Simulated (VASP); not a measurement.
# Tb3YPb in VASP: a series of runs, part 2 of 2

VASP 6.6.1.

## 3. Single point, PBE

This run uses another cell than the first one, of 42.63 Å³/atom.

Input file INCAR:

```
SYSTEM = Tb3YPb
ALGO = Normal ; EDIFF = 1E-6
ENCUT = 500 ; GGA = PE
GGA_COMPAT = .FALSE. ; ISIF = 2
ISMEAR = 0 ; LASPH = .TRUE.
LCHARG = .FALSE. ; LMAXMIX = 6
LREAL = .FALSE. ; LWAVE = .FALSE.
NBANDS = 34 ; NELM = 200
PREC = Accurate ; SIGMA = 0.2
```

Input file KPOINTS:

```
k-points
0
G
  4 4 3
  0 0 0
```

Input file POSCAR:

```
Tb3YPb
1.0
    6.4740985994     -0.0000000038      0.0000000000
   -3.2370492965      5.6067338556      0.0000000000
    0.0000000000      0.0000000000      5.8728036652
Tb Y Pb
3 1 1
Direct
    0.5000702447      0.0000000000      0.5000000000
    0.0000000000      0.5000702447      0.5000000000
    0.4999297553      0.4999297553      0.5000000000
    0.0000000000      0.0000000000      0.0000000000
    0.0000000000      0.0000000000      0.5000000000
```

Potentials or basis: VASP PAW PBE potentials, release 64 (Tb_3, Y_sv, Pb_d), 4f in core.

The run is started by

```bash
$ cat potpaw_PBE.64/Tb_3/POTCAR potpaw_PBE.64/Y_sv/POTCAR potpaw_PBE.64/Pb_d/POTCAR > POTCAR
$ mpirun -np 1 vasp_std > vasp.out
```

OUTCAR:

```text
SYSTEM = Tb3YPb
   EDIFF = 1E-6
   ENCUT = 500
   GGA = PE
   ISIF = 2
   ISMEAR = 0
   LASPH = .TRUE.
   LREAL = .FALSE.
   NELM = 200
   PREC = Accurate

 ion  position               nearest neighbor table
   1  0.500  0.000  0.500-   5 3.24   2 3.24   2 3.24   3 3.24   3 3.24   5 3.24
   2  0.000  0.500  0.500-   5 3.24   1 3.24   1 3.24   3 3.24   3 3.24   5 3.24
   3  0.500  0.500  0.500-   5 3.24   2 3.24   2 3.24   1 3.24   1 3.24   5 3.24
   4  0.000  0.000  0.000-   5 2.94   5 2.94
   5  0.000  0.000  0.500-   4 2.94   4 2.94   3 3.24   1 3.24   2 3.24   3 3.24   1 3.24   2 3.24

  LATTYP: Found a hexagonal cell.
 ALAT       =     6.4740985994
 C/A-ratio  =     0.9071229879

  Lattice vectors:

 A1 = (   6.4740985994,  -0.0000000038,   0.0000000000)
 A2 = (  -3.2370492965,   5.6067338556,   0.0000000000)
 A3 = (   0.0000000000,   0.0000000000,   5.8728036652)

Analysis of symmetry for initial positions (statically):
=====================================================================
 Subroutine PRICEL returns:
 Original cell was already a primitive cell.

 Routine SETGRP: Setting up the symmetry group for a
 hexagonal supercell.

 Subroutine GETGRP returns: Found 12 space group operations
 (whereof 12 operations were pure point group operations)
 out of a pool of 24 trial point group operations.

The static configuration has the point symmetry D_3h.

Analysis of symmetry for dynamics (positions and initial velocities):
=====================================================================
 Subroutine PRICEL returns:
 Original cell was already a primitive cell.

 Routine SETGRP: Setting up the symmetry group for a
 hexagonal supercell.

 Subroutine GETGRP returns: Found 12 space group operations
 (whereof 12 operations were pure point group operations)
 out of a pool of 24 trial point group operations.

The dynamic configuration has the point symmetry D_3h.

 Subroutine INISYM returns: Found 12 space group operations
 (whereof 12 operations are pure point group operations),
 and found     1 'primitive' translations

----------------------------------------------------------------------------------------

                                     Primitive cell

  volume of cell :     213.1742

  direct lattice vectors                    reciprocal lattice vectors
     6.474098599 -0.000000004  0.000000000     0.154461657  0.089178479  0.000000000
    -3.237049296  5.606733856  0.000000000     0.000000000  0.178356959  0.000000000
     0.000000000  0.000000000  5.872803665     0.000000000  0.000000000  0.170276423

  length of vectors
     6.474098599  6.474098599  5.872803665     0.178356959  0.178356959  0.170276423

  position of ions in fractional coordinates (direct lattice)
     0.500070245  0.000000000  0.500000000
     0.000000000  0.500070245  0.500000000
     0.499929755  0.499929755  0.500000000
     0.000000000  0.000000000  0.000000000
     0.000000000  0.000000000  0.500000000

  ion indices of the primitive-cell ions
   primitive index   ion index
                 1           1
                 2           2
[... 24 lines left out ...]

 Subroutine IBZKPT returns following result:
 ===========================================

 Found      8 irreducible k-points:

 Following reciprocal coordinates:
            Coordinates               Weight
  0.000000  0.000000  0.000000      1.000000
  0.250000  0.000000  0.000000      6.000000
  0.500000  0.000000  0.000000      3.000000
  0.250000  0.250000  0.000000      6.000000
  0.000000  0.000000  0.333333      2.000000
  0.250000  0.000000  0.333333     12.000000
  0.500000  0.000000  0.333333      6.000000
  0.250000  0.250000  0.333333     12.000000
   k-points           NKPTS =      8   k-points in BZ     NKDIM =      8   number of bands    NBANDS=     34
   number of dos      NEDOS =    301   number of ions     NIONS =      5
   total plane-waves  NPLWV = 110592
   dimension x,y,z NGX =    48 NGY =   48 NGZ =   48
   dimension x,y,z NGXF=    96 NGYF=   96 NGZF=   96
   ions per type =               3   1   1
   NGX,Y,Z   is equivalent  to a cutoff of  12.33, 12.33, 13.59 a.u.
   NGXF,Y,Z  is equivalent  to a cutoff of  24.65, 24.65, 27.18 a.u.
 SYSTEM =  Tb3YPb
   PREC   = accura    normal or accurate (medium, high low for compatibility)
   ISTART =      0    job   : 0-new  1-cont  2-samecut
   ICHARG =      2    charge: 1-file 2-atom 10-const
   ISPIN  =      1    spin polarized calculation?
   LNONCOLLINEAR =      F non collinear calculations
   LSORBIT =      F    spin-orbit coupling
   LASPH  =      T    aspherical Exc in radial PAW
   ENCUT  =  500.0 eV  36.75 Ry    6.06 a.u.  11.80 11.80 10.71*2*pi/ulx,y,z
   NELM   =    200;   NELMIN=  2; NELMDL= -5     # of ELM steps
   EDIFF  = 0.1E-05   stopping-criterion for ELM
   LREAL  =      F    real-space projection
   EDIFFG = 0.1E-04   stopping-criterion for IOM
   NSW    =      0    number of steps for IOM
   IBRION =     -1    ionic relax: 0-MD 1-quasi-New 2-CG
   NFREE  =      0    steps in history (QN), initial steepest desc. (CG)
   ISIF   =      2    stress and relaxation
   ISYM   =      2    0-nonsym 1-usesym 2-fastsym
   POTIM  = 0.5000    time-step for ionic-motion
   TEBEG  =    0.0;   TEEND  =   0.0 temperature during run
   PSTRESS=    0.0 pullay stress
   NELECT =      52.0000    total number of electrons
   NUPDOWN=      -1.0000    fix difference up-down
   EMIN   =  10.00;   EMAX   =-10.00  energy-range for DOS
   EFERMI =   0.00;   METHOD = LEGACY
   ISMEAR =     0;   SIGMA  =   0.20  broadening in eV -4-tet -1-fermi 0-gaus
   EFERMI_NEDOS =   21; number of points for ismear=-14 and -15
   IALGO  =     38    algorithm
   IMIX   =      4    mixing-type and parameters
     AMIX     =   0.40;   BMIX     =  1.00
     AMIX_MAG =   1.60;   BMIX_MAG =  1.00
  volume/ion in A,a.u.               =      42.63       287.71
  Fermi-wavevector in a.u.,A,eV,Ry     =   1.022895  1.932991 14.235967  1.046314
  Thomas-Fermi vector in A             =   2.156599
   LORBIT       =      0    0 simple, 1 ext, 2 COOP (PROOUT), +10 PAW based schemes
   GGA     = PE    functional components
   LHFCALC =     F    Hartree Fock is set to
   AEXX    =    0.0000 exact exchange contribution
   IVDW    =     0    specifies the selected vdW correction
   LEPSILON=     F    determine dielectric tensor
   LRPA    =     F    only Hartree local field effects (RPA)
 non-spin polarized calculation
 Gauss-broadening in eV      SIGMA  =   0.20
  energy-cutoff  :      500.00
  volume of cell :      213.17
 maximum number of plane-waves:      5428
 NGX is ok and might be reduce to    48
   NGX = 23   NGY = 23   NGZ = 21

 number of electron      52.0000001 magnetization

 Free energy of the ion-electron system (eV)
  ---------------------------------------------------
  ext. energy  EPLUGINS =         0.00000000
  ---------------------------------------------------
  free energy    TOTEN  =       -20.87571250 eV

  energy without entropy =      -20.70527995  energy(sigma->0) =      -20.79049623

 E-fermi :   2.2810     XC(G=0):  -8.3513

 val. band max:        2.2021080827   @ k =   0.0000   0.0000   0.3333
 cond. band min:       2.3148661177   @ k =   0.2500   0.0000   0.3333
 fundamental gap:      0.1127580350
 Fermi energy:         2.2809584378

 k-point     1 :       0.0000    0.0000    0.0000
  band No.  band energies     occupation
      1     -41.7698      2.00000
      2     -21.7518      2.00000
      3     -21.7518      2.00000
      4     -21.6525      2.00000
      5     -21.3010      2.00000
      6     -21.0269      2.00000
[... 285 lines left out ...]
     33       3.8144      0.00000
     34       3.9938      0.00000

------------------------ aborting loop because EDIFF is reached ----------------------------------------

  FORCE on cell =-STRESS in cart. coord.  units (eV):
  Direction    XX          YY          ZZ          XY          YZ          ZX
  --------------------------------------------------------------------------------------
  -------------------------------------------------------------------------------------
  Total        0.2510198      0.2510198     -0.5146122     -0.0000000      0.0000000      0.0000000
  in kB        1.8866170      1.8866170     -3.8677280     -0.0000000      0.0000000      0.0000000
  external PRESSURE =      -0.0314980 kB  Pullay stress =       0.0000000 kB

 VOLUME and BASIS-vectors are now :
 -----------------------------------------------------------------------------
  energy-cutoff  :      500.00
  volume of cell :      213.17
      direct lattice vectors                 reciprocal lattice vectors
     6.474098599 -0.000000004  0.000000000     0.154461657  0.089178479  0.000000000
    -3.237049296  5.606733856  0.000000000     0.000000000  0.178356959  0.000000000
     0.000000000  0.000000000  5.872803665     0.000000000  0.000000000  0.170276423

 POSITION                                       TOTAL-FORCE (eV/Angst)
 -----------------------------------------------------------------------------------
      3.23750     -0.00000      2.93640        -0.001070      0.000000     -0.000000
     -1.61875      2.80376      2.93640         0.000535     -0.000926      0.000000
      1.61830      2.80297      2.93640         0.000535      0.000926      0.000000
      0.00000      0.00000      0.00000         0.000000      0.000000      0.000000
      0.00000      0.00000      2.93640         0.000000     -0.000000      0.000000
 -----------------------------------------------------------------------------------
    total drift:                               -0.000000     -0.000000      0.000000

  FREE ENERGIE OF THE ION-ELECTRON SYSTEM (eV)
  ---------------------------------------------------
  free  energy   TOTEN  =       -20.8757125030 eV

  energy  without entropy=      -20.7052799479  energy(sigma->0) =      -20.79049623
```

OSZICAR:

```text
N       E                     dE             d eps       ncg     rms          rms(c)
DAV:   1     0.346110277897E+03    0.34611E+03   -0.23916E+04   544   0.136E+03
DAV:   2     0.632727129988E+01   -0.33978E+03   -0.33303E+03   552   0.382E+02
DAV:   3    -0.222545939512E+02   -0.28582E+02   -0.27799E+02   864   0.925E+01
DAV:   4    -0.238342452736E+02   -0.15797E+01   -0.15593E+01   888   0.186E+01
DAV:   5    -0.238785079012E+02   -0.44263E-01   -0.44148E-01   760   0.267E+00    0.346E+01
DAV:   6    -0.210138114029E+02    0.28647E+01   -0.12602E+01   824   0.729E+00    0.210E+01
DAV:   7    -0.209033414238E+02    0.11047E+00   -0.19528E+00   776   0.428E+00    0.116E+01
DAV:   8    -0.209177142929E+02   -0.14373E-01   -0.96564E-01   832   0.326E+00    0.196E+00
DAV:   9    -0.208818982174E+02    0.35816E-01   -0.47632E-01   780   0.140E+00    0.770E-01
DAV:  10    -0.208755257807E+02    0.63724E-02   -0.40754E-02   720   0.653E-01    0.217E-01
DAV:  11    -0.208757893163E+02   -0.26354E-03   -0.38198E-03   812   0.328E-01    0.116E-01
DAV:  12    -0.208757117800E+02    0.77536E-04   -0.33126E-04   824   0.720E-02    0.584E-02
DAV:  13    -0.208757093768E+02    0.24032E-05   -0.96985E-05   918   0.338E-02    0.163E-02
DAV:  14    -0.208757120347E+02   -0.26579E-05   -0.90505E-06   648   0.107E-02    0.504E-03
DAV:  15    -0.208757125030E+02   -0.46831E-06   -0.18538E-06   572   0.511E-03
   1 F= -.20875713E+02 E0= -.20790496E+02  d E =-.170433E+00
```

It took 36 s on 1 thread of Intel Xeon 6975P-C (Granite Rapids), shared host; peak memory 0.36 GiB.

What came out:

```
Free energy            : -20.8757 eV
Pressure               : 0.0 GPa
Band gap on the k mesh : zero (bands 26 and 27 overlap by 0.74 eV)
```

Stress tensor (GPa, compression positive):
```
 0.19  0.00  0.00
 0.00  0.19  0.00
 0.00  0.00 -0.39
```

Caveat: spin-orbit coupling is left out, which moves the levels of the heavy elements; the 4f electrons are frozen in the core, so they carry no moment and show no levels. Spin polarisation is off, so any magnetic state and its effect on volume and gap are missing.

## 4. Single point, PBE

This run uses another cell than the first one, of 44.30 Å³/atom.

Input file INCAR:

```
PREC = Accurate
ENCUT = 500
EDIFF = 1E-6
ISMEAR = 0
SIGMA = 0.2
LREAL = F
LASPH = T
NELM = 200
ALGO = Normal
ISIF = 2
LWAVE = F
LCHARG = T
GGA = PE
LELF = T
LVHAR = T
NBANDS = 34
GGA_COMPAT = F
LMAXMIX = 6
```

Input file KPOINTS:

```
Automatic mesh
0
Gamma
  4 4 3
```

Input file POSCAR:

```
Tb3YPb
1.0
    6.6307942601      0.0000000000      0.0000000000
   -3.3153971300      5.7424362765      0.0000000000
    0.0000000000      0.0000000000      5.8174107863
Tb Y Pb
3 1 1
Direct
    0.5000000000      0.0000000000      0.5000000000
    0.0000000000      0.5000000000      0.5000000000
    0.5000000000      0.5000000000      0.5000000000
    0.0000000000      0.0000000000      0.5000000000
    0.0000000000      0.0000000000      0.0000000000
```

The run is started by

```bash
$ cat potpaw_PBE.64/Tb_3/POTCAR potpaw_PBE.64/Y_sv/POTCAR potpaw_PBE.64/Pb_d/POTCAR > POTCAR
$ mpirun -np 1 vasp_std > vasp.out
```

Wall time 35 s (1 thread of Intel Xeon 6975P-C (Granite Rapids), shared host); peak memory 0.34 GiB.

Results (log left out):

```
Free energy            : -19.9717 eV
Pressure               : 0.5 GPa
Band gap on the k mesh : zero (bands 26 and 27 overlap by 0.67 eV)
```

Stress tensor (GPa, compression positive):
```
0.65 0.00 0.00
0.00 0.65 0.00
0.00 0.00 0.11
```

Levels at points of the mesh, in eV from the Fermi level:
```
           k point  band 22  band 23  band 24  band 25  band 26  band 27  band 28  band 29  band 30  band 31
(0.00, 0.00, 0.00)    -1.59    -1.54    -0.28    -0.22    -0.22    -0.01    -0.01    -0.01     0.17     1.76
(0.50, 0.00, 0.00)    -0.86    -0.56    -0.39     0.09     0.17     0.27     0.29     0.31     0.66     1.09
```

Caveat: the k points lie up to 0.36 Å⁻¹ apart, too coarse for converged energies and pressures of a metal; spin-orbit coupling is left out, which moves the levels of the heavy elements; the 4f electrons are frozen in the core, so they carry no moment and show no levels. Spin polarisation is off, so any magnetic state and its effect on volume and gap are missing.

## 5. Single point, PBE

This run uses another cell than the first one, of 44.78 Å³/atom.

Input file INCAR:

```
SYSTEM = Tb3YPb
PREC = Accurate ; ENCUT = 500
EDIFF = 1E-6 ; ISMEAR = 0
SIGMA = 0.2 ; LREAL = .FALSE.
LASPH = .TRUE. ; NELM = 200
ALGO = Normal ; ISIF = 2
LWAVE = .FALSE. ; LCHARG = .FALSE.
GGA = PE ; NBANDS = 34
GGA_COMPAT = .FALSE. ; LMAXMIX = 6
```

Input file KPOINTS:

```
regular mesh
0
G
  4 4 3
  0 0 0
```

Input file POSCAR:

```
Tb3YPb
1.0
    6.6619339093      0.0000000000      0.0000000000
   -3.3309669547      5.7694040038      0.0000000000
    0.0000000000      0.0000000000      5.8256155866
Tb Y Pb
3 1 1
Direct
    0.5000000000      0.0000000000      0.0000000000
    0.0000000000      0.5000000000      0.0000000000
    0.5000000000      0.5000000000      0.0000000000
    0.0000000000      0.0000000000      0.0000000000
    0.0000000000      0.0000000000      0.5000000000
```

Potentials or basis: VASP PAW PBE potentials, release 64 (Tb_3, Y_sv, Pb_d), 4f in core.

The run is started by

```bash
$ cat potpaw_PBE.64/Tb_3/POTCAR potpaw_PBE.64/Y_sv/POTCAR potpaw_PBE.64/Pb_d/POTCAR > POTCAR
$ mpirun -np 1 vasp_std > vasp.out
```

OUTCAR:

```text
SYSTEM = Tb3YPb
   PREC = Accurate
   ENCUT = 500
   EDIFF = 1E-6
   ISMEAR = 0
   LREAL = .FALSE.
   LASPH = .TRUE.
   NELM = 200
   ISIF = 2
   GGA = PE

 ion  position               nearest neighbor table
   1  0.500  0.000  0.000-   2 3.33   2 3.33   4 3.33   4 3.33   3 3.33   3 3.33
   2  0.000  0.500  0.000-   1 3.33   1 3.33   3 3.33   3 3.33   4 3.33   4 3.33
   3  0.500  0.500  0.000-   4 3.33   4 3.33   2 3.33   2 3.33   1 3.33   1 3.33
   4  0.000  0.000  0.000-   5 2.91   5 2.91   3 3.33   3 3.33   1 3.33   1 3.33   2 3.33   2 3.33

[... 484 lines left out ...]
  -------------------------------------------------------------------------------------
  Total        0.5181047      0.5181047      0.0224507     -0.0000000      0.0000000      0.0000000
  in kB        3.7072767      3.7072767      0.1606448     -0.0000000      0.0000000      0.0000000
  external PRESSURE =       2.5250661 kB  Pullay stress =       0.0000000 kB

 VOLUME and BASIS-vectors are now :
 -----------------------------------------------------------------------------
  energy-cutoff  :      500.00
  volume of cell :      223.91
      direct lattice vectors                 reciprocal lattice vectors
     6.661933909  0.000000000  0.000000000     0.150106563  0.086664064  0.000000000
    -3.330966955  5.769404004  0.000000000     0.000000000  0.173328129  0.000000000
     0.000000000  0.000000000  5.825615587     0.000000000  0.000000000  0.171655679

 POSITION                                       TOTAL-FORCE (eV/Angst)
 -----------------------------------------------------------------------------------
      3.33097      0.00000      0.00000         0.000000      0.000000      0.000000
     -1.66548      2.88470      0.00000        -0.000000      0.000000      0.000000
      1.66548      2.88470      0.00000         0.000000      0.000000      0.000000
      0.00000      0.00000      0.00000        -0.000000      0.000000      0.000000
      0.00000      0.00000      2.91281        -0.000000      0.000000      0.000000
 -----------------------------------------------------------------------------------
    total drift:                               -0.000000      0.000000     -0.000000

  FREE ENERGIE OF THE ION-ELECTRON SYSTEM (eV)
  ---------------------------------------------------
  free  energy   TOTEN  =       -19.9787136519 eV

  energy  without entropy=      -19.8002864370  energy(sigma->0) =      -19.88950004
```

OSZICAR:

```text
N       E                     dE             d eps       ncg     rms          rms(c)
DAV:   1     0.346070078643E+03    0.34607E+03   -0.23994E+04   544   0.136E+03
DAV:   2     0.868734160205E+01   -0.33738E+03   -0.33001E+03   570   0.375E+02
DAV:   3    -0.186001783847E+02   -0.27288E+02   -0.25937E+02   840   0.905E+01
DAV:   4    -0.208295727539E+02   -0.22294E+01   -0.21756E+01   936   0.216E+01
DAV:   5    -0.208877111399E+02   -0.58138E-01   -0.57149E-01   764   0.331E+00    0.377E+01
DAV:   6    -0.201645869355E+02    0.72312E+00   -0.70847E-01   824   0.318E+00    0.205E+01
DAV:   7    -0.199644433256E+02    0.20014E+00   -0.81460E-01   744   0.342E+00    0.146E+00
DAV:   8    -0.199759915332E+02   -0.11548E-01   -0.85549E-02   844   0.110E+00    0.997E-01
DAV:   9    -0.199778787168E+02   -0.18872E-02   -0.48679E-03   848   0.350E-01    0.356E-01
DAV:  10    -0.199784776185E+02   -0.59890E-03   -0.19662E-03   700   0.206E-01    0.803E-02
DAV:  11    -0.199786064808E+02   -0.12886E-03   -0.32376E-04   840   0.752E-02    0.546E-02
DAV:  12    -0.199786951987E+02   -0.88718E-04   -0.11263E-04   726   0.399E-02    0.304E-02
DAV:  13    -0.199787118092E+02   -0.16611E-04   -0.22646E-05   664   0.202E-02    0.107E-02
DAV:  14    -0.199787134432E+02   -0.16339E-05   -0.29677E-06   580   0.682E-03    0.332E-03
DAV:  15    -0.199787136519E+02   -0.20872E-06   -0.66856E-07   448   0.468E-03
   1 F= -.19978714E+02 E0= -.19889500E+02  d E =-.178427E+00
```

stdout:

```text
POSCAR found type information on POSCAR TbY Pb
 POSCAR found :  3 types and       5 ions
 scaLAPACK will be used
 LDA part: xc-table for (Slater+PW92), standard interpolation
 POSCAR, INCAR and KPOINTS ok, starting setup
 FFT: planning ... GRIDC
 FFT: planning ... GRID_SOFT
 FFT: planning ... GRID
 WAVECAR not read
 entering main loop
```

It took 39 s on 1 thread of Intel Xeon 6975P-C (Granite Rapids), shared host; peak memory 0.35 GiB.

What came out:

```yaml
Free_energy: -19.9787 eV
Pressure: 0.3 GPa
Band_gap_on_the_k_mesh: zero (bands 26 and 27 overlap by 0.63 eV)
```

Stress tensor (GPa, compression positive):
```
0.37 0.00 0.00
0.00 0.37 0.00
0.00 0.00 0.02
```

Caveat: spin-orbit coupling is left out, which moves the levels of the heavy elements; the 4f electrons are frozen in the core, so they carry no moment and show no levels. Spin polarisation is off, so any magnetic state and its effect on volume and gap are missing.

## 6. The runs side by side

| cell | gap on the mesh (eV) | pressure (GPa) |
| --- | --- | --- |
| a = 6.454, b = 6.454, c = 5.856 Å, angles 90.0, 90.0, 120.0°, 5 atoms, atomic positions A | none | 0.3 |
| a = 6.474, b = 6.474, c = 5.873 Å, angles 90.0, 90.0, 120.0°, 5 atoms, atomic positions A | none | 0.0 |
| a = 6.631, b = 6.631, c = 5.817 Å, angles 90.0, 90.0, 120.0°, 5 atoms, atomic positions B | none | 0.5 |
| a = 6.662, b = 6.662, c = 5.826 Å, angles 90.0, 90.0, 120.0°, 5 atoms, atomic positions B | none | 0.3 |

Alike in all rows: task single point; level PBE; potentials or basis VASP PAW PBE potentials, release 64 (Tb_3, Y_sv, Pb_d), 4f in core; no spin polarisation; k mesh 4 × 4 × 3; cutoff (eV) 500; smearing gaussian 0.2 eV.

Caveats: some runs use coarse meshes; spin-orbit coupling is left out, which moves the levels of the heavy elements; the 4f electrons are frozen in the core, so they carry no moment and show no levels.

Absolute energies hang on the potentials; compare differences alone.
